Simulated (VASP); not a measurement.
A run of VASP 6.6.1 is set up as follows.

File INCAR:

```
SYSTEM = Cu4O
PREC     = Accurate       ! precision mode
ENCUT    = 520            ! plane-wave cutoff, eV
EDIFF    = 1E-6           ! SCF threshold, eV
ISMEAR   = 0              ! smearing method
SIGMA    = 0.1            ! smearing width, eV
LREAL    = .False.        ! projectors in reciprocal space
LASPH    = .True.         ! aspherical terms in the spheres
NELM     = 150            ! most SCF steps
ALGO     = Normal         ! electronic algorithm
ISIF     = 2              ! what is computed and relaxed
LWAVE    = .False.        ! write WAVECAR
LCHARG   = .False.        ! write CHGCAR
ISPIN    = 2              ! spin polarisation
MAGMOM   = 1 1 1 1 0      ! initial moments
LORBIT   = 11             ! projections on sites
LMAXMIX  = 4              ! l up to which the mixer works
GGA      = PE             ! functional
NBANDS   = 37             ! bands
```

File KPOINTS:

```
Automatic mesh
0
Gamma
  6 6 6
  0 0 0
```

File POSCAR:

```
Cu4O
1.0
   -2.5227780244      2.5227780244      2.5227780244
    2.5227780244     -2.5227780244      2.5227780244
    2.5227780244      2.5227780244     -2.5227780244
Cu O
4 1
Direct
    0.0000000000      0.0000000000      0.5000000000
    0.0000000000      0.5000000000      0.0000000000
    0.5000000000      0.0000000000      0.0000000000
    0.5000000000      0.5000000000      0.5000000000
    0.0000000000      0.0000000000      0.0000000000
```

Potentials or basis: VASP PAW PBE potentials, release 64 (Cu, O).

Launch:

```bash
$ cat potpaw_PBE.64/Cu/POTCAR potpaw_PBE.64/O/POTCAR > POTCAR
$ mpirun -np 1 vasp_std > vasp.out
```

Problem. Predict the band gap on the k mesh.

Solution. Zero (filled and empty bands overlap).

Problem. Estimate the net moment.

Solution. 0.00 μB per cell.

Problem. Estimate the pressure.

Solution. 0.7 GPa.

With open d or f shells a metallic result of PBE can be an artefact of self-interaction; +U or a hybrid may open a gap.
